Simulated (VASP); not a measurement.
# Be2C (Fm-3m) in VASP: a series of runs, part 2 of 2

VASP 6.6.1. Earlier steps stand in the parts before.

## Step 3: Single point, HSE06

POSCAR

```
Be2C
1.0
    0.0000000000      2.1604856744      2.1604856744
    2.1604856744      0.0000000000      2.1604856744
    2.1604856744      2.1604856744      0.0000000000
Be C
2 1
Direct
    0.7500000000      0.7500000000      0.7500000000
    0.2500000000      0.2500000000      0.2500000000
    0.0000000000      0.0000000000      0.0000000000
```

INCAR.step1

```
SYSTEM = Be2C
PREC = Accurate
ENCUT = 520
EDIFF = 1E-5
ISMEAR = 0
SIGMA = 0.01
LREAL = .False.
LASPH = .True.
NELM = 120
ALGO = Normal
ISIF = 2
LWAVE = .True.
LCHARG = .False.
GGA = PE
NBANDS = 11
GGA_COMPAT = .False.
```

INCAR.step2

```
SYSTEM = Be2C
PREC = Accurate
ENCUT = 520
EDIFF = 1E-6
ISMEAR = 0
SIGMA = 0.01
LREAL = .False.
LASPH = .True.
NELM = 120
ALGO = Normal
ISIF = 2
LWAVE = .False.
LCHARG = .False.
GGA = PE
LHFCALC = .True.
HFSCREEN = 0.2079
PRECFOCK = Normal
ISTART = 1
NBANDS = 11
GGA_COMPAT = .False.
```

KPOINTS

```
regular mesh
0
Gamma
  4 4 4
  0 0 0
```

Potentials or basis: VASP PAW PBE potentials, release 64 (Be, C).

On the command line:

```
$ cat potpaw_PBE.64/Be/POTCAR potpaw_PBE.64/C/POTCAR > POTCAR
$ cp INCAR.step1 INCAR
$ mpirun -np 1 vasp_std > vasp.out
$ cp INCAR.step2 INCAR
$ mpirun -np 1 vasp_std > vasp.out
```

OUTCAR:

```text
SYSTEM = Be2C
   PREC = Accurate
   ENCUT = 520
   EDIFF = 1E-6
   ISMEAR = 0
   LREAL = .False.
   LASPH = .True.
   NELM = 120
   ISIF = 2
   GGA = PE
   LHFCALC = .True.
   HFSCREEN = 0.2079
   PRECFOCK = Normal
   ISTART = 1

 ion  position               nearest neighbor table
   1  0.750  0.750  0.750-   3 1.87   3 1.87   3 1.87   3 1.87   2 2.16   2 2.16   2 2.16   2 2.16
                             2 2.16   2 2.16
   2  0.250  0.250  0.250-   3 1.87   3 1.87   3 1.87   3 1.87   1 2.16   1 2.16   1 2.16   1 2.16
                             1 2.16   1 2.16
   3  0.000  0.000  0.000-   1 1.87   1 1.87   1 1.87   2 1.87   2 1.87   2 1.87   2 1.87   1 1.87

  LATTYP: Found a face centered cubic cell.
 ALAT       =     4.3209713488

  Lattice vectors:

 A1 = (   0.0000000000,   2.1604856744,   2.1604856744)
 A2 = (   2.1604856744,   0.0000000000,   2.1604856744)
 A3 = (   2.1604856744,   2.1604856744,   0.0000000000)

Analysis of symmetry for initial positions (statically):
=====================================================================
 Subroutine PRICEL returns:
 Original cell was already a primitive cell.

 Routine SETGRP: Setting up the symmetry group for a
[... 176 lines left out ...]
      6      12.4539      0.00000
      7      12.4539      0.00000
      8      15.4110      0.00000
      9      21.9999      0.00000
     10      21.9999      0.00000
     11      21.9999      0.00000
[... 85 lines left out ...]
 k-point     8 :      -0.2500    0.5000    0.2500
  band No.  band energies     occupation
      1      -5.0529      2.00000
      2       0.4943      2.00000
      3       0.7629      2.00000
      4       0.7629      2.00000
      5      14.0977      0.00000
      6      16.8285      0.00000
      7      18.1930      0.00000
      8      18.1930      0.00000
      9      23.6715      0.00000
     10      23.6715      0.00000
     11      26.2097      0.00000

------------------------ aborting loop because EDIFF is reached ----------------------------------------

  FORCE on cell =-STRESS in cart. coord.  units (eV):
  Direction    XX          YY          ZZ          XY          YZ          ZX
  --------------------------------------------------------------------------------------
  -------------------------------------------------------------------------------------
  Total       -0.2384996     -0.2384996     -0.2384996      0.0000000     -0.0000000      0.0000000
  in kB      -18.9458511    -18.9458511    -18.9458511      0.0000000     -0.0000000      0.0000000
  external PRESSURE =     -18.9458511 kB  Pullay stress =       0.0000000 kB

 VOLUME and BASIS-vectors are now :
 -----------------------------------------------------------------------------
  energy-cutoff  :      520.00
  volume of cell :       20.17
      direct lattice vectors                 reciprocal lattice vectors
     0.000000000  2.160485674  2.160485674    -0.231429445  0.231429445  0.231429445
     2.160485674  0.000000000  2.160485674     0.231429445 -0.231429445  0.231429445
     2.160485674  2.160485674  0.000000000     0.231429445  0.231429445 -0.231429445

 POSITION                                       TOTAL-FORCE (eV/Angst)
 -----------------------------------------------------------------------------------
      3.24073      3.24073      3.24073         0.000000      0.000000      0.000000
      1.08024      1.08024      1.08024        -0.000000     -0.000000     -0.000000
      0.00000      0.00000      0.00000        -0.000000     -0.000000     -0.000000
 -----------------------------------------------------------------------------------
    total drift:                               -0.000000      0.000000     -0.000000

  FREE ENERGIE OF THE ION-ELECTRON SYSTEM (eV)
  ---------------------------------------------------
  free  energy   TOTEN  =       -18.9962825413 eV

  energy  without entropy=      -18.9962825413  energy(sigma->0) =      -18.99628254
```

OUTCAR.step1:

```text
SYSTEM = Be2C
   PREC = Accurate
   ENCUT = 520
   EDIFF = 1E-5
   ISMEAR = 0
   LREAL = .False.
   LASPH = .True.
   NELM = 120
[... 319 lines left out ...]
      3.24073      3.24073      3.24073        -0.000000     -0.000000     -0.000000
      1.08024      1.08024      1.08024         0.000000      0.000000      0.000000
      0.00000      0.00000      0.00000         0.000000      0.000000      0.000000
 -----------------------------------------------------------------------------------
    total drift:                               -0.000000     -0.000000      0.000000

  FREE ENERGIE OF THE ION-ELECTRON SYSTEM (eV)
  ---------------------------------------------------
  free  energy   TOTEN  =       -17.3670113333 eV

  energy  without entropy=      -17.3670113333  energy(sigma->0) =      -17.36701133
```

OSZICAR.step1:

```text
N       E                     dE             d eps       ncg     rms          rms(c)
DAV:   1     0.711562826089E+01    0.71156E+01   -0.45573E+03   176   0.715E+02
DAV:   2    -0.178271421432E+02   -0.24943E+02   -0.22185E+02   226   0.125E+02
DAV:   3    -0.185121571311E+02   -0.68501E+00   -0.68153E+00   226   0.175E+01
DAV:   4    -0.185158630380E+02   -0.37059E-02   -0.37054E-02   200   0.150E+00
DAV:   5    -0.185158795897E+02   -0.16552E-04   -0.16552E-04   215   0.904E-02    0.544E+00
DAV:   6    -0.174314884915E+02    0.10844E+01   -0.30543E+00   182   0.847E+00    0.216E+00
DAV:   7    -0.173760719340E+02    0.55417E-01   -0.20843E-01   197   0.308E+00    0.129E+00
DAV:   8    -0.173672395995E+02    0.88323E-02   -0.11573E-02   182   0.119E+00    0.228E-01
DAV:   9    -0.173670005673E+02    0.23903E-03   -0.38652E-04   209   0.122E-01    0.122E-01
DAV:  10    -0.173670122435E+02   -0.11676E-04   -0.16589E-04   197   0.850E-02    0.119E-02
DAV:  11    -0.173670113333E+02    0.91021E-06   -0.21729E-05   193   0.245E-02
   1 F= -.17367011E+02 E0= -.17367011E+02  d E =-.533589E-48
```

Wall time 67 s (1 thread of Intel Xeon Platinum 8488C (Sapphire Rapids), shared host); peak memory 0.23 GiB.

What came out:

| Property | Result |
| --- | --- |
| Free energy | -18.9963 eV |
| Pressure | -1.9 GPa |
| Band gap on the k mesh | 1.92 eV, indirect (least direct gap 5.13 eV) |

Caveat: the k points lie up to 0.63 Å⁻¹ apart; the PAW data sets were made with another functional, which shifts forces and pressure a little. A k mesh can miss the band edges.
